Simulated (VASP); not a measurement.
Write the native input for VASP 6.6.1 that does the following.

| Quantity | Value |
| --- | --- |
| Task | single point |
| Functional | PBE |
| Potentials or basis | VASP PAW PBE potentials, release 64 (Zn, O_h) |
| Cutoff | 910 eV |
| k mesh | 6 × 6 × 4 |
| Occupations | gaussian, width 0.1 eV |
| Spin | no spin polarisation |
| Dipole correction | no |
| Second run | hard_potentials |
| Further INCAR settings | ALGO = Normal; EDIFF = 1e-06; NBANDS = 26 |

The structure of ZnO lies in POSCAR:

```
ZnO
1.0
    3.2493987300      0.0000000000      0.0000000000
   -1.6246993700      2.8140618500      0.0000000000
    0.0000000000      0.0000000000      5.2038002000
Zn O
2 2
Direct
    0.3333333300      0.6666666700      0.0000000000
    0.6666666700      0.3333333300      0.5000000000
    0.3333333300      0.6666666700      0.3820999900
    0.6666666700      0.3333333300      0.8820999900
```

One way to write it, as run:

INCAR

```
SYSTEM = ZnO
PREC = Accurate ; ENCUT = 910
EDIFF = 1E-6 ; ISMEAR = 0
SIGMA = 0.1 ; LREAL = .False.
LASPH = .True. ; NELM = 120
ALGO = Normal ; ISIF = 2
LWAVE = .False. ; LCHARG = .False.
GGA = PE ; NBANDS = 26
GGA_COMPAT = .False.
```

KPOINTS

```
Automatic mesh
0
Gamma
  6 6 4
  0 0 0
```

Potentials or basis: VASP PAW PBE potentials, release 64 (Zn, O_h).

Launch:

```console
$ cat potpaw_PBE.64/Zn/POTCAR potpaw_PBE.64/O_h/POTCAR > POTCAR
$ mpirun -np 1 vasp_std > vasp.out
```

Results of the run:

| Item | Value |
| --- | --- |
| Pressure | 5.7 GPa |
| Largest force | 0.032 eV/Å |
| Band gap on the k mesh | 0.79 eV, direct |

Caveat: the cutoff is under 1.25 times the usual one of these potentials, so pressure, stress and relaxed cells hold a basis-set (Pulay) error.

Wall time 28 s on 1 thread of AMD EPYC 9R45 96-Core Processor (Zen 5), with other jobs on the host, peak memory 0.21 GiB.
